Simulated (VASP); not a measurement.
Ni: single point with LDA

Ni:

```xyz
2
Lattice="2.4480 0.0000 0.0000 -1.2240 2.1200 0.0000 0.0000 0.0000 4.0728" Properties=species:S:1:pos:R:3 pbc="T T T"
Ni    0.0000    1.4134    1.0182
Ni    1.2240    0.7067    3.0546
```

This isn't the form of Ni at room conditions, which is fcc.

```
Program             : VASP 6.6.1
Task                : single point
Functional          : LDA
Potentials or basis : VASP PAW LDA potentials, release 64 (Ni_sv_GW)
Cutoff              : 590 eV
k mesh              : 5 × 5 × 3
Occupations         : fermi-dirac, width 0.15 eV
Spin                : collinear spin, ferromagnetic start
Starting moments    : [1.0, 1.0] μB
```

| Property | Result |
| --- | --- |
| Pressure | -12.5 GPa |
| Net moment | 1.40 μB per cell |
| Site moments | Ni +0.72 μB |
| Valence electrons inside the program's atomic spheres | Ni 16.39 |

Stress tensor (GPa, compression positive):
```
 -9.81   0.00   0.00
  0.00  -9.81   0.00
  0.00   0.00 -17.99
```

Levels at points of the mesh, in eV from the Fermi level:
Spin up:
| k point | band 16 | band 17 | band 18 | band 19 | band 20 | band 21 | band 22 | band 23 |
| --- | --- | --- | --- | --- | --- | --- | --- | --- |
| (0.00, 0.00, 0.00) | -1.63 | -1.63 | -0.68 | -0.68 | -0.53 | 5.59 | 23.01 | 25.11 |
Spin down:
```tsv
k point	band 15	band 16	band 17	band 18	band 19	band 20
(0.00, 0.00, 0.00)	-1.45	-0.97	-0.97	-0.48	0.02	0.02
```

Wall time 18 s on 1 thread of Intel(R) Xeon(R) Platinum 8259CL CPU @ 2.50GHz (Skylake/Cascade Lake), with other jobs on the host, peak memory 0.14 GiB.

Caveat: the k points lie up to 0.59 Å⁻¹ apart.
